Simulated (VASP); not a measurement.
Wanted: the native input for a VASP 6.6.1 run.

```yaml
Task: single point
Functional: LDA
Potentials_or_basis: VASP PAW LDA potentials, release 64 (Cd, Se)
Cutoff: 520 eV
k_mesh: 6 × 6 × 6
Occupations: fermi-dirac, width 0.02 eV
Spin: no spin polarisation
Dipole_correction: no
Further_INCAR_settings: ALGO = Normal; EDIFF = 1e-06; NBANDS = 16
```

The structure of CdSe lies in POSCAR:

```
CdSe
1.0
    0.0000000000      3.0044971087      3.0044971087
    3.0044971087      0.0000000000      3.0044971087
    3.0044971087      3.0044971087      0.0000000000
Cd Se
1 1
Direct
    0.0000000000      0.0000000000      0.0000000000
    0.7500000000      0.7500000000      0.7500000000
```

These files were run (other wordings do the same):

INCAR

```
SYSTEM = CdSe
PREC = Accurate
ENCUT = 520
EDIFF = 1E-6
ISMEAR = -1
SIGMA = 0.02
LREAL = .FALSE.
LASPH = .TRUE.
NELM = 60
ALGO = Normal
ISIF = 2
LWAVE = .FALSE.
LCHARG = .TRUE.
GGA = CA
LELF = .TRUE.
LVHAR = .TRUE.
NBANDS = 16
```

KPOINTS

```
Automatic mesh
0
G
  6 6 6
  0 0 0
```

Potentials or basis: VASP PAW LDA potentials, release 64 (Cd, Se).

Command:

```sh
$ cat potpaw_LDA.64/Cd/POTCAR potpaw_LDA.64/Se/POTCAR > POTCAR
$ mpirun -np 1 vasp_std > vasp.out
```

Results of the run:

* Pressure: 0.5 GPa
* Band gap on the k mesh: 0.43 eV

Caveat: semilocal functionals underestimate gaps, and a narrow one can read as zero.

Wall time 19 s on 1 thread of AMD EPYC 7R43 64-Core Processor (Zen 3) (shared host), peak memory 0.12 GiB.
